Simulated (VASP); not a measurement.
# Ba (P6_3/mmc) in VASP: a series of runs

Ba is run at these levels: PBEsol; tasks: relaxation of cell and atoms, single point.

Everything below comes from runs of VASP 6.6.1. Logs are shortened: lines on timing, memory, paths and dates and some standing lists are left out, and cuts for length are marked.

## (1) The cell of the first run

It takes space group P6_3/mmc (No. 194, hexagonal). Conventional cell: a = 4.324 Å, b = 4.324 Å, c = 7.130 Å, α = 90.00°, β = 90.00°, γ = 120.00°. Within 5.7 Å of Ba (site symmetry -6m2) lie 12 Ba at 4.32 to 4.35 Å.

## (2) Relaxation of cell and atoms, PBEsol

File INCAR:

```
SYSTEM = Ba
PREC = Accurate
ENCUT = 600
EDIFF = 1E-6
ISMEAR = 0
SIGMA = 0.1
LREAL = .FALSE.
LASPH = .TRUE.
NELM = 60
ALGO = Fast
ISIF = 3
LWAVE = .FALSE.
LCHARG = .FALSE.
GGA = PS
IBRION = 2
NSW = 80
EDIFFG = -0.01
```

File KPOINTS:

```
Automatic mesh
0
G
  12 12 6
  0 0 0
```

File POSCAR:

```
Ba
1.0
    4.3240562408      0.0000000000      0.0000000000
   -2.1620281204      3.7447425519      0.0000000000
    0.0000000000      0.0000000000      7.1297059913
Ba
2
Direct
    0.3333333333      0.6666666667      0.2500000000
    0.6666666667      0.3333333333      0.7500000000
```

Potentials or basis: VASP PAW PBE potentials, release 64 (Ba_sv).

Launch:

```sh
> cat potpaw_PBE.64/Ba_sv/POTCAR > POTCAR
> mpirun -np 1 vasp_std > vasp.out
```

OUTCAR:

```text
SYSTEM = Ba
   PREC = Accurate
   ENCUT = 600
   EDIFF = 1E-6
   ISMEAR = 0
   LREAL = .FALSE.
   LASPH = .TRUE.
   NELM = 60
   ISIF = 3
   GGA = PS
   IBRION = 2
   NSW = 80
   EDIFFG = -0.01

 ion  position               nearest neighbor table
   1  0.333  0.667  0.250-   2 4.35   2 4.35   2 4.35   2 4.35   2 4.35   2 4.35
   2  0.667  0.333  0.750-   1 4.35   1 4.35   1 4.35   1 4.35   1 4.35   1 4.35

  LATTYP: Found a hexagonal cell.
 ALAT       =     4.3240562408
 C/A-ratio  =     1.6488467296

  Lattice vectors:

 A1 = (   4.3240562408,   0.0000000000,   0.0000000000)
 A2 = (  -2.1620281204,   3.7447425519,   0.0000000000)
 A3 = (   0.0000000000,   0.0000000000,   7.1297059913)

Analysis of symmetry for initial positions (statically):
=====================================================================
 Subroutine PRICEL returns:
 Original cell was already a primitive cell.

 Routine SETGRP: Setting up the symmetry group for a
 hexagonal supercell.

 Subroutine GETGRP returns: Found 24 space group operations
 (whereof 12 operations were pure point group operations)
 out of a pool of 24 trial point group operations.

The static configuration has the point symmetry D_3d.
 The point group associated with its full space group is D_6h.

Analysis of symmetry for dynamics (positions and initial velocities):
=====================================================================
 Subroutine PRICEL returns:
 Original cell was already a primitive cell.

 Routine SETGRP: Setting up the symmetry group for a
 hexagonal supercell.

 Subroutine GETGRP returns: Found 24 space group operations
 (whereof 12 operations were pure point group operations)
 out of a pool of 24 trial point group operations.

The dynamic configuration has the point symmetry D_3d.
 The point group associated with its full space group is D_6h.

 Subroutine INISYM returns: Found 24 space group operations
 (whereof 12 operations are pure point group operations),
 and found     1 'primitive' translations

----------------------------------------------------------------------------------------

                                     Primitive cell

  volume of cell :     115.4476

  direct lattice vectors                    reciprocal lattice vectors
     4.324056241  0.000000000  0.000000000     0.231264337  0.133520527  0.000000000
    -2.162028120  3.744742552  0.000000000     0.000000000  0.267041055  0.000000000
     0.000000000  0.000000000  7.129705991     0.000000000  0.000000000  0.140258238

  length of vectors
     4.324056241  4.324056241  7.129705991     0.267041055  0.267041055  0.140258238

  position of ions in fractional coordinates (direct lattice)
     0.333333333  0.666666667  0.250000000
     0.666666667  0.333333333  0.750000000

  ion indices of the primitive-cell ions
   primitive index   ion index
                 1           1
                 2           2

----------------------------------------------------------------------------------------

 KPOINTS: Automatic mesh

Automatic generation of k-mesh.
 Grid dimensions read from file:
 generate k-points for:   12   12    6

 Generating k-lattice:

  Cartesian coordinates                     Fractional coordinates (reciprocal lattice)
     0.019272028  0.011126711  0.000000000     0.083333333  0.000000000  0.000000000
     0.000000000  0.022253421  0.000000000     0.000000000  0.083333333  0.000000000
     0.000000000  0.000000000  0.023376373     0.000000000  0.000000000  0.166666667

  Length of vectors
     0.022253421  0.022253421  0.023376373

  Shift w.r.t. Gamma in fractional coordinates (k-lattice)
     0.000000000  0.000000000  0.000000000

 Subroutine IBZKPT returns following result:
 ===========================================

 Found     76 irreducible k-points:

 Following reciprocal coordinates:
            Coordinates               Weight
  0.000000  0.000000  0.000000      1.000000
  0.083333  0.000000  0.000000      6.000000
  0.166667  0.000000  0.000000      6.000000
  0.250000  0.000000  0.000000      6.000000
  0.333333  0.000000  0.000000      6.000000
  0.416667  0.000000  0.000000      6.000000
[... 16 lines left out ...]
  0.250000  0.000000  0.166667     12.000000
  0.333333  0.000000  0.166667     12.000000
 [... further k-points ...]
   k-points           NKPTS =     76   k-points in BZ     NKDIM =     76   number of bands    NBANDS=     14
   number of dos      NEDOS =    301   number of ions     NIONS =      2
   total plane-waves  NPLWV =  77760
   dimension x,y,z NGX =    36 NGY =   36 NGZ =   60
   dimension x,y,z NGXF=    72 NGYF=   72 NGZF=  120
   ions per type =               2
   NGX,Y,Z   is equivalent  to a cutoff of  13.84, 13.84, 13.99 a.u.
   NGXF,Y,Z  is equivalent  to a cutoff of  27.68, 27.68, 27.98 a.u.
 SYSTEM =  Ba
   PREC   = accura    normal or accurate (medium, high low for compatibility)
   ISTART =      0    job   : 0-new  1-cont  2-samecut
   ICHARG =      2    charge: 1-file 2-atom 10-const
   ISPIN  =      1    spin polarized calculation?
   LNONCOLLINEAR =      F non collinear calculations
   LSORBIT =      F    spin-orbit coupling
   LASPH  =      T    aspherical Exc in radial PAW
   ENCUT  =  600.0 eV  44.10 Ry    6.64 a.u.   8.64  8.64 14.24*2*pi/ulx,y,z
   NELM   =     60;   NELMIN=  2; NELMDL= -5     # of ELM steps
   EDIFF  = 0.1E-05   stopping-criterion for ELM
   LREAL  =      F    real-space projection
   EDIFFG = -.1E-01   stopping-criterion for IOM
   NSW    =     80    number of steps for IOM
   IBRION =      2    ionic relax: 0-MD 1-quasi-New 2-CG
   NFREE  =      1    steps in history (QN), initial steepest desc. (CG)
   ISIF   =      3    stress and relaxation
   ISYM   =      2    0-nonsym 1-usesym 2-fastsym
   POTIM  = 0.5000    time-step for ionic-motion
   TEBEG  =    0.0;   TEEND  =   0.0 temperature during run
   PSTRESS=    0.0 pullay stress
   NELECT =      20.0000    total number of electrons
   NUPDOWN=      -1.0000    fix difference up-down
   EMIN   =  10.00;   EMAX   =-10.00  energy-range for DOS
   EFERMI =   0.00;   METHOD = LEGACY
   ISMEAR =     0;   SIGMA  =   0.10  broadening in eV -4-tet -1-fermi 0-gaus
   EFERMI_NEDOS =   21; number of points for ismear=-14 and -15
   IALGO  =     68    algorithm
   IMIX   =      4    mixing-type and parameters
     AMIX     =   0.40;   BMIX     =  1.00
     AMIX_MAG =   1.60;   BMIX_MAG =  1.00
  volume/ion in A,a.u.               =      57.72       389.54
  Fermi-wavevector in a.u.,A,eV,Ry     =   0.912620  1.724601 11.331949  0.832875
  Thomas-Fermi vector in A             =   2.037037
   LORBIT       =      0    0 simple, 1 ext, 2 COOP (PROOUT), +10 PAW based schemes
   GGA     = PS    functional components
   LHFCALC =     F    Hartree Fock is set to
   AEXX    =    0.0000 exact exchange contribution
   IVDW    =     0    specifies the selected vdW correction
   LEPSILON=     F    determine dielectric tensor
   LRPA    =     F    only Hartree local field effects (RPA)
 conjugate gradient relaxation of ions
 non-spin polarized calculation
 RMM-DIIS sequential band-by-band and
 Gauss-broadening in eV      SIGMA  =   0.10
  energy-cutoff  :      600.00
  volume of cell :      115.45
 maximum number of plane-waves:      3887
 NGX is ok and might be reduce to    36
   NGX = 17   NGY = 17   NGZ = 29

--------------------------------------- Ionic step        1  -------------------------------------------

 number of electron      19.9999999 magnetization

 Free energy of the ion-electron system (eV)
  ---------------------------------------------------
  ext. energy  EPLUGINS =         0.00000000
  ---------------------------------------------------
  free energy    TOTEN  =        -4.28049966 eV

  energy without entropy =       -4.26528401  energy(sigma->0) =       -4.27289184

------------------------ aborting loop because EDIFF is reached ----------------------------------------

  FORCE on cell =-STRESS in cart. coord.  units (eV):
  Direction    XX          YY          ZZ          XY          YZ          ZX
  --------------------------------------------------------------------------------------
  -------------------------------------------------------------------------------------
  Total        0.1158453      0.1158453     -0.0213335      0.0000000      0.0000000      0.0000000
  in kB        1.6076963      1.6076963     -0.2960656      0.0000000      0.0000000      0.0000000
  external PRESSURE =       0.9731090 kB  Pullay stress =       0.0000000 kB

 VOLUME and BASIS-vectors are now :
 -----------------------------------------------------------------------------
  energy-cutoff  :      600.00
  volume of cell :      115.45
      direct lattice vectors                 reciprocal lattice vectors
     4.324056241  0.000000000  0.000000000     0.231264337  0.133520527  0.000000000
    -2.162028120  3.744742552  0.000000000     0.000000000  0.267041055  0.000000000
     0.000000000  0.000000000  7.129705991     0.000000000  0.000000000  0.140258238
[... 73 lines left out ...]
 POSITION                                       TOTAL-FORCE (eV/Angst)
 -----------------------------------------------------------------------------------
     -0.00000      2.51964      1.77938        -0.000000     -0.000000      0.000000
      2.18207      1.25982      5.33815         0.000000      0.000000      0.000000
 -----------------------------------------------------------------------------------
    total drift:                               -0.000000      0.000000     -0.000000

  FREE ENERGIE OF THE ION-ELECTRON SYSTEM (eV)
  ---------------------------------------------------
  free  energy   TOTEN  =        -4.2812107685 eV

  energy  without entropy=       -4.2658225227  energy(sigma->0) =       -4.27351665

--------------------------------------- Ionic step        4  -------------------------------------------

 number of electron      19.9999998 magnetization

 Free energy of the ion-electron system (eV)
  ---------------------------------------------------
  ext. energy  EPLUGINS =         0.00000000
  ---------------------------------------------------
  free energy    TOTEN  =        -4.28132381 eV

  energy without entropy =       -4.26597768  energy(sigma->0) =       -4.27365074

 E-fermi :   1.8014     XC(G=0):  -7.7504

 val. band max:        1.7989538530   @ k =   0.1667   0.1667   0.1667
 cond. band min:       1.8194616015   @ k =   0.3333   0.2500   0.1667
 fundamental gap:      0.0205077484
 Fermi energy:         1.8013999122

 k-point     1 :       0.0000    0.0000    0.0000
  band No.  band energies     occupation
      1     -26.9298      2.00000
      2     -26.8738      2.00000
      3     -12.4072      2.00000
      4     -11.8950      2.00000
      5     -11.8950      2.00000
      6     -11.8184      2.00000
      7     -11.8184      2.00000
      8     -11.8173      2.00000
      9      -1.0197      2.00000
     10       0.7961      2.00000
     11       3.1121      0.00000
     12       3.6147      0.00000
     13       3.6343      0.00000
     14       3.6343      0.00000

 k-point     2 :       0.0833    0.0000    0.0000
  band No.  band energies     occupation
      1     -26.9264      2.00000
      2     -26.8722      2.00000
      3     -12.3942      2.00000
      4     -11.9267      2.00000
      5     -11.9048      2.00000
      6     -11.8515      2.00000
      7     -11.8230      2.00000
      8     -11.8220      2.00000
      9      -0.8990      2.00000
     10       0.9184      2.00000
[... 362 lines left out ...]
 k-point    24 :       0.3333    0.0000    0.1667
  band No.  band energies     occupation
      1     -26.8877      2.00000
      2     -26.8598      2.00000
      3     -12.2937      2.00000
      4     -12.1968      2.00000
      5     -12.1446      2.00000
      6     -11.9891      2.00000
      7     -11.8995      2.00000
      8     -11.8836      2.00000
      9       0.5141      2.00000
     10       1.5302      1.99987
     11       1.8929      0.19582
     12       2.5406      0.00000
     13       3.2306      0.00000
     14       3.5808      0.00000

 [... further k-points ...]
[... 5 lines left out ...]
  --------------------------------------------------------------------------------------
  -------------------------------------------------------------------------------------
  Total       -0.0053624     -0.0053624     -0.0033959     -0.0000000     -0.0000000     -0.0000000
  in kB       -0.0734448     -0.0734448     -0.0465112     -0.0000000     -0.0000000     -0.0000000
  external PRESSURE =      -0.0644669 kB  Pullay stress =       0.0000000 kB

 VOLUME and BASIS-vectors are now :
 -----------------------------------------------------------------------------
  energy-cutoff  :      600.00
  volume of cell :      116.98
      direct lattice vectors                 reciprocal lattice vectors
     4.355573164  0.000000000  0.000000000     0.229590909  0.132554373 -0.000000000
    -2.177786582  3.772037008 -0.000000000     0.000000000  0.265108746  0.000000000
     0.000000000  0.000000000  7.120136078     0.000000000  0.000000000  0.140446754

 POSITION                                       TOTAL-FORCE (eV/Angst)
 -----------------------------------------------------------------------------------
     -0.00000      2.51469      1.78003         0.000000     -0.000000      0.000000
      2.17779      1.25735      5.34010        -0.000000      0.000000      0.000000
 -----------------------------------------------------------------------------------
    total drift:                               -0.000000      0.000000     -0.000000

  FREE ENERGIE OF THE ION-ELECTRON SYSTEM (eV)
  ---------------------------------------------------
  free  energy   TOTEN  =        -4.2813238127 eV

  energy  without entropy=       -4.2659776759  energy(sigma->0) =       -4.27365074

 reached required accuracy - stopping structural energy minimisation
```

Wall time 12 min (1 thread of Intel Xeon 8259CL, shared host); peak memory 0.37 GiB.

Results:

| Property | Result |
| --- | --- |
| Free energy | -4.2813 eV |
| Relaxed volume | 58.49 Å³/atom |
| Relaxed cell | a = 4.356 Å, b = 4.356 Å, c = 7.120 Å, α = 90.00°, β = 90.00°, γ = 120.00° |
| Space group after relaxing (to 0.05 Å) | P6_3/mmc (No. 194) |
| Energy gained by relaxing | 0.4 meV/atom |
| Ionic steps | 4 |
| Pressure after relaxing | 0.0 GPa |
| Band gap on the k mesh | zero (band 10 reaches 1.98 eV, above the bottom of band 11 at 1.56 eV) |

The path:
```
step  energy change (eV)  largest force (eV/Å)  pressure (GPa)  volume (Å³)
   1              0.0000                0.0000            0.10       115.45
   2             -0.0005                0.0000            0.07       116.03
   3             -0.0007                0.0000           -0.03       117.40
   4             -0.0008                0.0000           -0.01       116.98
```

Final structure:
```
CELL_PARAMETERS angstrom
4.35557 0.00000 0.00000
-2.17779 3.77204 0.00000
0.00000 0.00000 7.12014
ATOMIC_POSITIONS crystal
Ba 0.33333 0.66667 0.25000
Ba 0.66667 0.33333 0.75000
```

Caveat: the PAW data sets were made with another functional, which shifts forces and pressure a little; spin-orbit coupling is left out, which moves the levels of the heavy elements.

## (3) Single point, PBEsol

This run uses another cell than the first one, of 31.36 Å³/atom, 0.543 times its volume.

File INCAR:

```
SYSTEM = Ba
ALGO = Normal
EDIFF = 1E-7
ENCUT = 520
GGA = PS
ISIF = 2
ISMEAR = 0
LASPH = .TRUE.
LCHARG = .FALSE.
LREAL = .FALSE.
LWAVE = .FALSE.
NBANDS = 17
NELM = 60
PREC = Accurate
SIGMA = 0.1
```

File KPOINTS:

```
k-points
0
G
  6 6 4
  0 0 0
```

File POSCAR:

```
Ba
1.0
    3.5395793878      0.0000000000      0.0000000000
   -1.7697896939      3.0653656685      0.0000000000
    0.0000000000      0.0000000000      5.7806922118
Ba
2
Direct
    0.3333333333      0.6666666667      0.2500000000
    0.6666666667      0.3333333333      0.7500000000
```

Potentials or basis: VASP PAW PBE potentials, release 64 (Ba_sv).

Launch:

```sh
> cat potpaw_PBE.64/Ba_sv/POTCAR > POTCAR
> mpirun -np 1 vasp_std > vasp.out
```

Wall time 13 s (1 thread of AMD EPYC 9R45 (Zen 5), shared host); peak memory 0.15 GiB.

Results (log left out):

```
Free energy            : -2.8929 eV
Pressure               : 12.6 GPa
Band gap on the k mesh : zero (band 10 reaches 6.11 eV, above the bottom of band 11 at 4.21 eV)
```

Stress tensor (GPa, compression positive):
```
14.41  0.00  0.00
 0.00 14.41  0.00
 0.00  0.00  9.05
```

Levels at points of the mesh, in eV from the Fermi level:
| k point | band 7 | band 8 | band 9 | band 10 | band 11 | band 12 | band 13 | band 14 |
| --- | --- | --- | --- | --- | --- | --- | --- | --- |
| (0.00, 0.00, 0.00) | -12.15 | -12.15 | -2.21 | -1.50 | 2.11 | 2.15 | 2.15 | 3.10 |
| (0.50, 0.00, 0.00) | -12.99 | -12.54 | -1.83 | -1.08 | -0.62 | 1.87 | 2.89 | 3.40 |
| (0.00, 0.00, 0.50) | -12.35 | -12.35 | -0.92 | -0.92 | 2.07 | 2.07 | 2.11 | 2.11 |
| (0.50, 0.00, 0.50) | -12.93 | -12.93 | -1.62 | -1.62 | -0.22 | -0.22 | 4.11 | 4.11 |

Caveat: the PAW data sets were made with another functional, which shifts forces and pressure a little; spin-orbit coupling is left out, which moves the levels of the heavy elements.

## (4) Single point, PBEsol

File INCAR:

```
PREC = Accurate
ENCUT = 520
EDIFF = 1E-6
ISMEAR = 0
SIGMA = 0.1
LREAL = False
LASPH = True
NELM = 80
ALGO = Normal
ISIF = 2
LWAVE = False
LCHARG = False
GGA = PS
NBANDS = 17
```

File KPOINTS:

```
regular mesh
0
Gamma
  6 6 4
```

File POSCAR:

```
Ba
1.0
    4.3240562408      0.0000000000      0.0000000000
   -2.1620281204      3.7447425519      0.0000000000
    0.0000000000      0.0000000000      7.1297059913
Ba
2
Direct
    0.3333333333      0.6666666667      0.2500000000
    0.6666666667      0.3333333333      0.7500000000
```

Launch:

```sh
> cat potpaw_PBE.64/Ba_sv/POTCAR > POTCAR
> mpirun -np 1 vasp_std > vasp.out
```

Run time: 16 s. Hardware: 1 thread of AMD EPYC 9R45 (Zen 5), shared host; peak memory 0.19 GiB.

It converged, with:

| Property | Result |
| --- | --- |
| Free energy | -4.2718 eV |
| Pressure | 0.2 GPa |
| Band gap on the k mesh | zero (band 10 reaches 2.05 eV, above the bottom of band 11 at 1.59 eV) |

Levels at points of the mesh, in eV from the Fermi level:
| k point | band 6 | band 7 | band 8 | band 9 | band 10 | band 11 | band 12 | band 13 | band 14 | band 15 |
| --- | --- | --- | --- | --- | --- | --- | --- | --- | --- | --- |
| (0.00, 0.00, 0.00) | -13.62 | -13.61 | -13.61 | -2.85 | -1.04 | 1.30 | 1.75 | 1.83 | 1.83 | 2.29 |
| (0.50, 0.00, 0.00) | -13.83 | -13.76 | -13.70 | -0.73 | -0.53 | -0.28 | 0.79 | 1.46 | 1.72 | 2.00 |
| (0.00, 0.00, 0.50) | -13.65 | -13.65 | -13.65 | -1.82 | -1.82 | 1.04 | 1.04 | 1.82 | 1.82 | 1.82 |
| (0.50, 0.00, 0.50) | -13.78 | -13.76 | -13.76 | -0.85 | -0.85 | 0.40 | 0.40 | 1.79 | 1.79 | 2.77 |

Caveat: the PAW data sets were made with another functional, which shifts forces and pressure a little; spin-orbit coupling is left out, which moves the levels of the heavy elements.

## (5) Overview

| task | cell | k mesh | cutoff (eV) | gap on the mesh (eV) | pressure (GPa) |
| --- | --- | --- | --- | --- | --- |
| relaxation of cell and atoms | relaxed from a = 4.324, b = 4.324, c = 7.130 Å, angles 90.0, 90.0, 120.0°, 2 atoms | 12 × 12 × 6 | 600 | none | 0.0 |
| single point | a = 3.540, b = 3.540, c = 5.781 Å, angles 90.0, 90.0, 120.0°, 2 atoms | 6 × 6 × 4 | 520 | none | 12.6 |
| single point | a = 4.324, b = 4.324, c = 7.130 Å, angles 90.0, 90.0, 120.0°, 2 atoms | 6 × 6 × 4 | 520 | none | 0.2 |

Alike in all rows: level PBEsol; potentials or basis VASP PAW PBE potentials, release 64 (Ba_sv); no spin polarisation; smearing gaussian 0.1 eV.

Caveats: the PAW data sets were made with another functional, which shifts forces and pressure a little; spin-orbit coupling is left out, which moves the levels of the heavy elements.

Absolute energies hang on the potentials; compare differences alone.
